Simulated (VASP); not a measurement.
# Ru (P6_3/mmc) in VASP: a series of runs

Ru is run at these levels: PBE; tasks: single point.

Everything below comes from runs of VASP 6.6.1. Logs are shortened: lines on timing, memory, paths and dates and some standing lists are left out, and cuts for length are marked.

**1. The cell of the first run**

It takes space group P6_3/mmc (No. 194, hexagonal). The conventional cell has a = 2.721 Å, b = 2.721 Å, c = 4.296 Å, α = 90.00°, β = 90.00°, γ = 120.00°. Ru (site symmetry -6m2) has 12 Ru at 2.66 to 2.72 Å within 3.5 Å.

**2. Single point, PBE**

INCAR reads:

```
SYSTEM = Ru
PREC     = Accurate       ! precision mode
ENCUT    = 520            ! plane-wave cutoff, eV
EDIFF    = 1E-6           ! SCF threshold, eV
ISMEAR   = -1             ! smearing method
SIGMA    = 0.1            ! smearing width, eV
LREAL    = .FALSE.        ! projectors in reciprocal space
LASPH    = .TRUE.         ! aspherical terms in the spheres
NELM     = 60             ! most SCF steps
ALGO     = Normal         ! electronic algorithm
ISIF     = 2              ! what is computed and relaxed
LWAVE    = .FALSE.        ! write WAVECAR
LCHARG   = .TRUE.         ! write CHGCAR
GGA      = PE             ! functional
LELF     = .TRUE.         ! ELF
LVHAR    = .TRUE.       
NBANDS   = 21             ! bands
```

KPOINTS reads:

```
Automatic mesh
0
G
  18 18 10
  0 0 0
```

POSCAR reads:

```
Ru
1.0
    2.7211623487      0.0000000000      0.0000000000
   -1.3605811744      2.3565957218      0.0000000000
    0.0000000000      0.0000000000      4.2959980361
Ru
2
Direct
    0.3333333333      0.6666666667      0.2500000000
    0.6666666667      0.3333333333      0.7500000000
```

Potentials or basis: VASP PAW PBE potentials, release 64 (Ru_pv).

Command:

```bash
$ cat potpaw_PBE.64/Ru_pv/POTCAR > POTCAR
$ mpirun -np 1 vasp_std > vasp.out
```

OUTCAR:

```text
SYSTEM = Ru
   PREC = Accurate
   ENCUT = 520
   EDIFF = 1E-6
   ISMEAR = -1
   LREAL = .FALSE.
   LASPH = .TRUE.
   NELM = 60
   ISIF = 2
   GGA = PE

 ion  position               nearest neighbor table
   1  0.333  0.667  0.250-   2 2.66   2 2.66   2 2.66   2 2.66   2 2.66   2 2.66
   2  0.667  0.333  0.750-   1 2.66   1 2.66   1 2.66   1 2.66   1 2.66   1 2.66

  LATTYP: Found a hexagonal cell.
 ALAT       =     2.7211623487
 C/A-ratio  =     1.5787363948

  Lattice vectors:

 A1 = (   2.7211623487,   0.0000000000,   0.0000000000)
 A2 = (  -1.3605811744,   2.3565957218,   0.0000000000)
 A3 = (   0.0000000000,   0.0000000000,   4.2959980361)

Analysis of symmetry for initial positions (statically):
=====================================================================
 Subroutine PRICEL returns:
 Original cell was already a primitive cell.

 Routine SETGRP: Setting up the symmetry group for a
 hexagonal supercell.

 Subroutine GETGRP returns: Found 24 space group operations
 (whereof 12 operations were pure point group operations)
 out of a pool of 24 trial point group operations.

The static configuration has the point symmetry D_3d.
 The point group associated with its full space group is D_6h.

Analysis of symmetry for dynamics (positions and initial velocities):
=====================================================================
 Subroutine PRICEL returns:
 Original cell was already a primitive cell.

 Routine SETGRP: Setting up the symmetry group for a
 hexagonal supercell.

 Subroutine GETGRP returns: Found 24 space group operations
 (whereof 12 operations were pure point group operations)
 out of a pool of 24 trial point group operations.

The dynamic configuration has the point symmetry D_3d.
 The point group associated with its full space group is D_6h.

 Subroutine INISYM returns: Found 24 space group operations
 (whereof 12 operations are pure point group operations),
 and found     1 'primitive' translations

----------------------------------------------------------------------------------------

                                     Primitive cell

  volume of cell :      27.5489

  direct lattice vectors                    reciprocal lattice vectors
     2.721162349  0.000000000  0.000000000     0.367490018  0.212170461  0.000000000
    -1.360581174  2.356595722  0.000000000     0.000000000  0.424340921  0.000000000
     0.000000000  0.000000000  4.295998036     0.000000000  0.000000000  0.232774781

  length of vectors
     2.721162349  2.721162349  4.295998036     0.424340921  0.424340921  0.232774781

  position of ions in fractional coordinates (direct lattice)
     0.333333333  0.666666667  0.250000000
     0.666666667  0.333333333  0.750000000

  ion indices of the primitive-cell ions
   primitive index   ion index
                 1           1
                 2           2

----------------------------------------------------------------------------------------

 KPOINTS: Automatic mesh

Automatic generation of k-mesh.
 Grid dimensions read from file:
 generate k-points for:   18   18   10

 Generating k-lattice:

  Cartesian coordinates                     Fractional coordinates (reciprocal lattice)
     0.020416112  0.011787248  0.000000000     0.055555556 -0.000000000  0.000000000
     0.000000000  0.023574496  0.000000000     0.000000000  0.055555556  0.000000000
     0.000000000  0.000000000  0.023277478     0.000000000  0.000000000  0.100000000

  Length of vectors
     0.023574496  0.023574496  0.023277478

  Shift w.r.t. Gamma in fractional coordinates (k-lattice)
     0.000000000  0.000000000  0.000000000

 Subroutine IBZKPT returns following result:
 ===========================================

 Found    222 irreducible k-points:

 Following reciprocal coordinates:
            Coordinates               Weight
  0.000000  0.000000  0.000000      1.000000
  0.055556  0.000000  0.000000      6.000000
  0.111111  0.000000  0.000000      6.000000
  0.166667  0.000000  0.000000      6.000000
  0.222222  0.000000  0.000000      6.000000
  0.277778  0.000000  0.000000      6.000000
[... 16 lines left out ...]
  0.333333  0.111111  0.000000     12.000000
  0.388889  0.111111  0.000000     12.000000
 [... further k-points ...]
   k-points           NKPTS =    222   k-points in BZ     NKDIM =    222   number of bands    NBANDS=     21
   number of dos      NEDOS =    301   number of ions     NIONS =      2
   total plane-waves  NPLWV =  12800
   dimension x,y,z NGX =    20 NGY =   20 NGZ =   32
   dimension x,y,z NGXF=    40 NGYF=   40 NGZF=   64
   ions per type =               2
   NGX,Y,Z   is equivalent  to a cutoff of  12.22, 12.22, 12.38 a.u.
   NGXF,Y,Z  is equivalent  to a cutoff of  24.44, 24.44, 24.77 a.u.
 SYSTEM =  Ru
   PREC   = accura    normal or accurate (medium, high low for compatibility)
   ISTART =      0    job   : 0-new  1-cont  2-samecut
   ICHARG =      2    charge: 1-file 2-atom 10-const
   ISPIN  =      1    spin polarized calculation?
   LNONCOLLINEAR =      F non collinear calculations
   LSORBIT =      F    spin-orbit coupling
   LASPH  =      T    aspherical Exc in radial PAW
   ENCUT  =  520.0 eV  38.22 Ry    6.18 a.u.   5.06  5.06  7.99*2*pi/ulx,y,z
   NELM   =     60;   NELMIN=  2; NELMDL= -5     # of ELM steps
   EDIFF  = 0.1E-05   stopping-criterion for ELM
   LREAL  =      F    real-space projection
   EDIFFG = 0.1E-04   stopping-criterion for IOM
   NSW    =      0    number of steps for IOM
   IBRION =     -1    ionic relax: 0-MD 1-quasi-New 2-CG
   NFREE  =      0    steps in history (QN), initial steepest desc. (CG)
   ISIF   =      2    stress and relaxation
   ISYM   =      2    0-nonsym 1-usesym 2-fastsym
   POTIM  = 0.5000    time-step for ionic-motion
   TEBEG  =    0.0;   TEEND  =   0.0 temperature during run
   PSTRESS=    0.0 pullay stress
   NELECT =      28.0000    total number of electrons
   NUPDOWN=      -1.0000    fix difference up-down
   EMIN   =  10.00;   EMAX   =-10.00  energy-range for DOS
   EFERMI =   0.00;   METHOD = LEGACY
   ISMEAR =    -1;   SIGMA  =   0.10  broadening in eV -4-tet -1-fermi 0-gaus
   EFERMI_NEDOS =   21; number of points for ismear=-14 and -15
   IALGO  =     38    algorithm
   IMIX   =      4    mixing-type and parameters
     AMIX     =   0.40;   BMIX     =  1.00
     AMIX_MAG =   1.60;   BMIX_MAG =  1.00
  volume/ion in A,a.u.               =      13.77        92.95
  Fermi-wavevector in a.u.,A,eV,Ry     =   1.645987  3.110464 36.861883  2.709272
  Thomas-Fermi vector in A             =   2.735691
   LORBIT       =      0    0 simple, 1 ext, 2 COOP (PROOUT), +10 PAW based schemes
   GGA     = PE    functional components
   LHFCALC =     F    Hartree Fock is set to
   AEXX    =    0.0000 exact exchange contribution
   IVDW    =     0    specifies the selected vdW correction
   LEPSILON=     F    determine dielectric tensor
   LRPA    =     F    only Hartree local field effects (RPA)
 non-spin polarized calculation
  energy-cutoff  :      520.00
  volume of cell :       27.55
 maximum number of plane-waves:       759
   NGX = 11   NGY = 11   NGZ = 15

 number of electron      28.0000013 magnetization

 Free energy of the ion-electron system (eV)
  ---------------------------------------------------
  ext. energy  EPLUGINS =         0.00000000
  ---------------------------------------------------
  free energy    TOTEN  =       -18.49597597 eV

  energy without entropy =      -18.43976177  energy(sigma->0) =      -18.46786887

 E-fermi :  12.5862     XC(G=0): -14.0298

 val. band max:       12.5725595118   @ k =   0.4444   0.1111   0.5000
 cond. band min:      12.5882801160   @ k =   0.0000   0.0000   0.2000
 fundamental gap:      0.0157206042
 Fermi energy:        12.5862463190

 k-point     1 :       0.0000    0.0000    0.0000
  band No.  band energies     occupation
      1     -31.0170      2.00000
      2     -30.1268      2.00000
      3     -30.1268      2.00000
      4     -29.9621      2.00000
      5     -29.9621      2.00000
      6     -29.9212      2.00000
[... 13 lines left out ...]
     20      23.0211      0.00000
     21      23.0344      0.00000

 k-point     2 :       0.0556    0.0000    0.0000
  band No.  band energies     occupation
      1     -31.0069      2.00000
      2     -30.1480      2.00000
      3     -30.1340      2.00000
      4     -29.9843      2.00000
      5     -29.9650      2.00000
      6     -29.9260      2.00000
[... 13 lines left out ...]
     20      23.0211      0.00000
     21      23.0337      0.00000

 k-point     3 :       0.1111    0.0000    0.0000
  band No.  band energies     occupation
      1     -30.9773      2.00000
      2     -30.2092      2.00000
      3     -30.1546      2.00000
      4     -30.0478      2.00000
      5     -29.9735      2.00000
      6     -29.9402      2.00000
[... 13 lines left out ...]
     20      23.0211      0.00000
     21      23.0316      0.00000

 k-point     4 :       0.1667    0.0000    0.0000
  band No.  band energies     occupation
      1     -30.9299      2.00000
      2     -30.3030      2.00000
      3     -30.1852      2.00000
      4     -30.1435      2.00000
      5     -29.9874      2.00000
      6     -29.9639      2.00000
[... 13 lines left out ...]
     20      23.0211      0.00000
     21      23.0292      0.00000

 k-point     5 :       0.2222    0.0000    0.0000
  band No.  band energies     occupation
      1     -30.8677      2.00000
      2     -30.4182      2.00000
      3     -30.2580      2.00000
      4     -30.2217      2.00000
      5     -30.0052      2.00000
      6     -29.9969      2.00000
[... 13 lines left out ...]
     20      23.0211      0.00000
     21      23.0270      0.00000

 k-point     6 :       0.2778    0.0000    0.0000
  band No.  band energies     occupation
      1     -30.7949      2.00000
      2     -30.5408      2.00000
      3     -30.3769      2.00000
      4     -30.2595      2.00000
      5     -30.0387      2.00000
      6     -30.0250      2.00000
[... 13 lines left out ...]
     20      23.0210      0.00000
     21      23.0251      0.00000

 k-point     7 :       0.3333    0.0000    0.0000
  band No.  band energies     occupation
      1     -30.7168      2.00000
      2     -30.6559      2.00000
      3     -30.4859      2.00000
      4     -30.2943      2.00000
      5     -30.0875      2.00000
      6     -30.0441      2.00000
[... 13 lines left out ...]
     20      23.0201      0.00000
     21      23.0217      0.00000
[... 291 lines left out ...]
      1     -30.8420      2.00000
      2     -30.4255      2.00000
      3     -30.3566      2.00000
      4     -30.1925      2.00000
      5     -30.0397      2.00000
      6     -30.0112      2.00000
[... 13 lines left out ...]
     20      23.0210      0.00000
     21      23.0268      0.00000

 k-point    21 :       0.2222    0.1111    0.0000
  band No.  band energies     occupation
      1     -30.7709      2.00000
      2     -30.5357      2.00000
      3     -30.4410      2.00000
      4     -30.2511      2.00000
      5     -30.0673      2.00000
      6     -30.0531      2.00000
[... 13 lines left out ...]
     20      23.0209      0.00000
     21      23.0255      0.00000

 k-point    22 :       0.2778    0.1111    0.0000
  band No.  band energies     occupation
      1     -30.6943      2.00000
      2     -30.6431      2.00000
      3     -30.5149      2.00000
      4     -30.3067      2.00000
      5     -30.1022      2.00000
      6     -30.0922      2.00000
[... 13 lines left out ...]
     20      23.0200      0.00000
     21      23.0220      0.00000

 k-point    23 :       0.3333    0.1111    0.0000
  band No.  band energies     occupation
      1     -30.7309      2.00000
      2     -30.6194      2.00000
      3     -30.5739      2.00000
      4     -30.3516      2.00000
      5     -30.1544      2.00000
      6     -30.1122      2.00000
[... 13 lines left out ...]
     20      23.0208      0.00000
     21      23.2734      0.00000

 k-point    24 :       0.3889    0.1111    0.0000
  band No.  band energies     occupation
      1     -30.7879      2.00000
      2     -30.6124      2.00000
      3     -30.5588      2.00000
      4     -30.3805      2.00000
      5     -30.2003      2.00000
      6     -30.1252      2.00000
[... 13 lines left out ...]
     20      23.0203      0.00000
     21      23.6219      0.00000

 [... further k-points ...]
[... 5 lines left out ...]
  --------------------------------------------------------------------------------------
  -------------------------------------------------------------------------------------
  Total       -0.0183750     -0.0183750     -0.0129468      0.0000000      0.0000000      0.0000000
  in kB       -1.0686443     -1.0686443     -0.7529562      0.0000000      0.0000000      0.0000000
  external PRESSURE =      -0.9634149 kB  Pullay stress =       0.0000000 kB

 VOLUME and BASIS-vectors are now :
 -----------------------------------------------------------------------------
  energy-cutoff  :      520.00
  volume of cell :       27.55
      direct lattice vectors                 reciprocal lattice vectors
     2.721162349  0.000000000  0.000000000     0.367490018  0.212170461  0.000000000
    -1.360581174  2.356595722  0.000000000     0.000000000  0.424340921  0.000000000
     0.000000000  0.000000000  4.295998036     0.000000000  0.000000000  0.232774781

 POSITION                                       TOTAL-FORCE (eV/Angst)
 -----------------------------------------------------------------------------------
     -0.00000      1.57106      1.07400        -0.000000     -0.000000      0.000000
      1.36058      0.78553      3.22200         0.000000      0.000000      0.000000
 -----------------------------------------------------------------------------------
    total drift:                               -0.000000      0.000000     -0.000000

  FREE ENERGIE OF THE ION-ELECTRON SYSTEM (eV)
  ---------------------------------------------------
  free  energy   TOTEN  =       -18.4959759735 eV

  energy  without entropy=      -18.4397617721  energy(sigma->0) =      -18.46786887
```

Wall time 74 s (1 thread of Intel Xeon Platinum 8488C (Sapphire Rapids), shared host); peak memory 0.21 GiB.

Results:

```
Free energy            : -18.4960 eV
Pressure               : -0.1 GPa
Band gap on the k mesh : zero (bands 14 and 15 overlap by 3.06 eV)
```

**3. Single point, PBE**

This run uses another cell than the first one: it holds 4 atoms, not 2.

INCAR reads:

```
PREC = Accurate ; ENCUT = 520
EDIFF = 1E-6 ; ISMEAR = -1
SIGMA = 0.1 ; LREAL = False
LASPH = True ; NELM = 100
ALGO = Normal ; ISIF = 2
LWAVE = False ; LCHARG = False
GGA = PE ; NBANDS = 36
```

KPOINTS reads:

```
regular mesh
0
Gamma
  12 8 7
```

POSCAR reads:

```
Ru
1.0
   -1.3605811744      2.3565957218      0.0000000000
    0.0000000000      0.0000000000      4.2959980361
    4.0817435231      2.3565957218      0.0000000000
Ru
4
Direct
    0.5000000000      0.2500000000      0.1666666670
    0.0000000000      0.2500000000      0.6666666670
    0.0000000000      0.7500000000      0.3333333330
    0.5000000000      0.7500000000      0.8333333330
```

Potentials or basis: VASP PAW PBE potentials, release 64 (Ru_pv).

Command:

```bash
$ cat potpaw_PBE.64/Ru_pv/POTCAR > POTCAR
$ mpirun -np 1 vasp_std > vasp.out
```

It took 2.3 min on 1 thread of Intel Xeon Platinum 8488C (Sapphire Rapids), shared host; peak memory 0.3 GiB.

The run converged. Its results:

* Free energy: -36.9996 eV
* Pressure: -0.1 GPa
* Band gap on the k mesh: zero (bands 28 and 29 overlap by 2.44 eV)

Stress tensor (GPa, compression positive):
```
 0.01  0.12  0.00
 0.12 -0.12  0.00
 0.00  0.00 -0.24
```

Levels at points of the mesh, in eV from the Fermi level:
| k point | band 26 | band 27 | band 28 | band 29 | band 30 | band 31 |
| --- | --- | --- | --- | --- | --- | --- |
| (0.00, 0.00, 0.00) | -1.49 | -1.39 | -1.39 | 1.14 | 1.14 | 1.29 |
| (0.50, 0.00, 0.00) | -1.59 | 0.08 | 0.08 | 1.46 | 1.46 | 1.51 |
| (0.00, 0.50, 0.00) | -1.06 | 0.42 | 0.42 | 0.52 | 0.52 | 0.52 |
| (0.50, 0.50, 0.00) | -1.37 | -1.37 | -1.37 | 1.59 | 1.59 | 1.59 |

[end of part 1 of 2]
